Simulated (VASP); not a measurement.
# TaN in VASP: notebook, part 2 of 2

VASP 6.6.1. The steps go on from the part before.

## Step 3: Single point, r2SCAN, collinear spin

Input file POSCAR:

```
TaN
1.0
    0.0354975765      2.3665051011      2.3665051011
    2.4020026776      0.0000000000      2.4020026776
    2.3665051011      2.3665051011      0.0354975765
Ta N
1 1
Direct
    0.0000000000      0.0000000000      0.0000000000
    0.2500000000      0.2500000000      0.2500000000
```

Input file INCAR.step1:

```
SYSTEM = TaN
PREC = Accurate ; ENCUT = 660
ISMEAR = 0 ; SIGMA = 0.05
LREAL = .FALSE. ; LASPH = .TRUE.
NELM = 200 ; ISPIN = 2
MAGMOM = 0.05 0 ; LMAXMIX = 4
NBANDS = 19 ; GGA = PE
ALGO = Normal ; EDIFF = 1E-5
LWAVE = .TRUE. ; LCHARG = .FALSE.
GGA_COMPAT = .FALSE.
```

Input file INCAR.step2:

```
SYSTEM = TaN
PREC = Accurate ; ENCUT = 660
EDIFF = 1E-6 ; ISMEAR = 0
SIGMA = 0.05 ; LREAL = .FALSE.
LASPH = .TRUE. ; NELM = 200
ALGO = Normal ; ISIF = 2
LWAVE = .FALSE. ; LCHARG = .TRUE.
ISPIN = 2 ; MAGMOM = 0.05 0
LORBIT = 11 ; LMAXMIX = 4
METAGGA = R2SCAN ; LMIXTAU = .TRUE.
LELF = .TRUE. ; LVHAR = .TRUE.
NBANDS = 19 ; ISTART = 1
GGA_COMPAT = .FALSE.
```

Input file KPOINTS:

```
Automatic mesh
0
G
  12 12 12
  0 0 0
```

Potentials or basis: VASP PAW PBE potentials, release 64 (Ta_pv, N).

Launch:

```
cat potpaw_PBE.64/Ta_pv/POTCAR potpaw_PBE.64/N/POTCAR > POTCAR
cp INCAR.step1 INCAR
mpirun -np 1 vasp_std > vasp.out
cp INCAR.step2 INCAR
mpirun -np 1 vasp_std > vasp.out
```

OUTCAR:

```text
SYSTEM = TaN
   PREC = Accurate
   ENCUT = 660
   EDIFF = 1E-6
   ISMEAR = 0
   LREAL = .FALSE.
   LASPH = .TRUE.
   NELM = 200
   ISIF = 2
   ISPIN = 2
   LORBIT = 11
   METAGGA = R2SCAN
   ISTART = 1

 ion  position               nearest neighbor table
   1  0.000  0.000  0.000-   2 2.03   2 2.03   2 2.07   2 2.07
   2  0.250  0.250  0.250-   1 2.03   1 2.03   1 2.07   1 2.07

  LATTYP: Found a body centered orthorhombic cell.
 ALAT       =     3.2965424553
 B/A-ratio  =     1.0304568528
 C/A-ratio  =     1.4357498095

  Lattice vectors:

 A1 = (   0.0354975765,  -2.3665051011,   2.3665051011)
 A2 = (  -0.0354975765,  -2.3665051011,  -2.3665051011)
 A3 = (   2.3665051011,   2.3665051011,   0.0354975765)

Analysis of symmetry for initial positions (statically):
=====================================================================
 Subroutine PRICEL returns:
 Original cell was already a primitive cell.

 Routine SETGRP: Setting up the symmetry group for a
 body centered orthorhombic supercell.

 Subroutine GETGRP returns: Found  4 space group operations
[... 723 lines left out ...]
  band No.  band energies     occupation
      1     -29.9836      1.00000
      2     -29.9824      1.00000
      3     -29.9737      1.00000
      4     -11.7383      1.00000
      5      -0.5201      1.00000
      6      -0.4679      1.00000
[... 517 lines left out ...]
     18      24.5283      0.00000
     19      28.4886      0.00000

 [... further k-points ...]
[... 5 lines left out ...]
  --------------------------------------------------------------------------------------
  -------------------------------------------------------------------------------------
  Total        0.2382614      0.2302809      0.2382614      0.0000000      0.0000000     -0.6619038
  in kB       14.4048809     13.9223925     14.4048809      0.0000000      0.0000000    -40.0175814
  external PRESSURE =      14.2440515 kB  Pullay stress =       0.0000000 kB

 VOLUME and BASIS-vectors are now :
 -----------------------------------------------------------------------------
  energy-cutoff  :      660.00
  volume of cell :       26.50
      direct lattice vectors                 reciprocal lattice vectors
     0.035497577  2.366505101  2.366505101    -0.214499522  0.211282029  0.214499522
     2.402002678  0.000000000  2.402002678     0.208159635 -0.211282029  0.208159635
     2.366505101  2.366505101  0.035497577     0.214499522  0.211282029 -0.214499522

 POSITION                                       TOTAL-FORCE (eV/Angst)
 -----------------------------------------------------------------------------------
      0.00000      0.00000      0.00000        -0.000000      0.370435     -0.000000
      1.20100      1.18325      1.20100         0.000000     -0.370435      0.000000
 -----------------------------------------------------------------------------------
    total drift:                               -0.000000      0.000025     -0.000000

  FREE ENERGIE OF THE ION-ELECTRON SYSTEM (eV)
  ---------------------------------------------------
  free  energy   TOTEN  =       -59.3620569836 eV

  energy  without entropy=      -59.3598594663  energy(sigma->0) =      -59.36095822

 total charge

# of ion       s       p       d       tot
------------------------------------------
    1        0.317   6.242   2.387   8.946
    2        1.262   2.557   0.000   3.819
--------------------------------------------------
tot          1.579   8.798   2.387  12.765

 magnetization (x)

# of ion       s       p       d       tot
------------------------------------------
    1       -0.000   0.000   0.000   0.000
    2        0.000   0.000   0.000   0.000
--------------------------------------------------
tot         -0.000   0.000   0.000   0.000
```

OUTCAR.step1:

```text
SYSTEM = TaN
   PREC = Accurate
   ENCUT = 660
   ISMEAR = 0
   LREAL = .FALSE.
   LASPH = .TRUE.
[... 1302 lines left out ...]
      0.00000      0.00000      0.00000        -0.000000      0.394045     -0.000000
      1.20100      1.18325      1.20100         0.000000     -0.394045      0.000000
 -----------------------------------------------------------------------------------
    total drift:                               -0.000000      0.000239     -0.000000

  FREE ENERGIE OF THE ION-ELECTRON SYSTEM (eV)
  ---------------------------------------------------
  free  energy   TOTEN  =       -21.4924958895 eV

  energy  without entropy=      -21.4899776129  energy(sigma->0) =      -21.49123675
```

Run time: 23 min. Hardware: 1 thread of Oxide Virtual Turin-like, shared host; peak memory 0.39 GiB.

Results:

```yaml
Free_energy: -59.3621 eV
Pressure: 1.4 GPa
Largest_force: 0.370 eV/Å
Band_gap_on_the_k_mesh: zero (filled and empty bands overlap)
Net_moment: 0.00 μB per cell
Valence_electrons_inside_the_program's_atomic_spheres: Ta 8.95; N 3.82
```

Forces on the atoms (eV/Å):
```
Ta   0.000  0.370  0.000
N    0.000 -0.370  0.000
```

Caveat: the PAW data sets were made with another functional, which shifts forces and pressure a little; spin-orbit coupling is left out, which moves the levels of the heavy elements.
